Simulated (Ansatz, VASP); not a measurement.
**One calculation of TePb, two programs**

Contents of INCAR:

```
SYSTEM = TePb
ALGO = Normal ; EDIFF = 1E-8
ENCUT = 520 ; GGA = PS
ISIF = 2 ; ISMEAR = -1
LASPH = .True. ; LCHARG = .False.
LEFG = .True. ; LREAL = .False.
LWAVE = .False. ; NBANDS = 17
NELM = 80 ; PREC = Accurate
SIGMA = 0.03
```

File KPOINTS:

```
k-points
0
Gamma
  10 10 10
  0 0 0
```

File POSCAR:

```
TePb
1.0
    0.0000000000      3.2270000000      3.1624600000
    3.2270000000      0.0000000000      3.1624600000
    3.2270000000      3.2270000000      0.0000000000
Te Pb
1 1
Direct
    0.5000000000      0.5000000000      0.5000000000
    0.0000000000      0.0000000000      0.0000000000
```

Input for Ansatz:

```yaml
crystal:
  lattice:
    - [0.0, 3.227, 3.16246]
    - [3.227, 0.0, 3.16246]
    - [3.227, 3.227, 0.0]
  atoms:
    - { symbol: Te, position: [0.5, 0.5, 0.5] }
    - { symbol: Pb, position: [0.0, 0.0, 0.0] }
kpoints:
  mp_grid: { grid: [10, 10, 10] }
scf:
  occupations: { method: fermi_dirac, width: 0.03 }
hamiltonian:
  xc: pbesol
  pseudopotentials: { kind: all_electron, datasets: crystal }
output:
  forces: true
  stress: true
  eigenvalues: true
  efg: { contact_densities: true }
```

Change from the starting cell: zz strain of -2 %, crystal datasets.

Alike in both runs: task electric field gradients; functional PBEsol; k mesh 10 × 10 × 10; occupations fermi-dirac, width 0.03 eV; no spin polarisation.

|  | VASP | Ansatz |
| --- | --- | --- |
| version | VASP 6.6.1 | Ansatz 0.2.0 |
| potentials or method | VASP PAW PBE potentials, release 64 (Te, Pb_d), cutoff 520 eV | all-electron PAW with datasets made for the crystal, scalar-relativistic |

Ansatz gave:

* pressure (GPa): 0.8
* traceless stress, the component that is largest in VASP (GPa): 1.82
* size of Vzz on the site where it differs most (V/Å²): 71.4

Problem. What did VASP give for the same quantities?

Solution. Pressure (GPa): 0.7; traceless stress, the component that is largest in VASP (GPa): 1.82; size of Vzz on the site where it differs most (V/Å²): 67.6.

VASP's potentials were made for PBE, not for PBEsol. Ansatz ran all-electron here, and VASP with PAW potentials.

Spin-orbit coupling is off throughout.
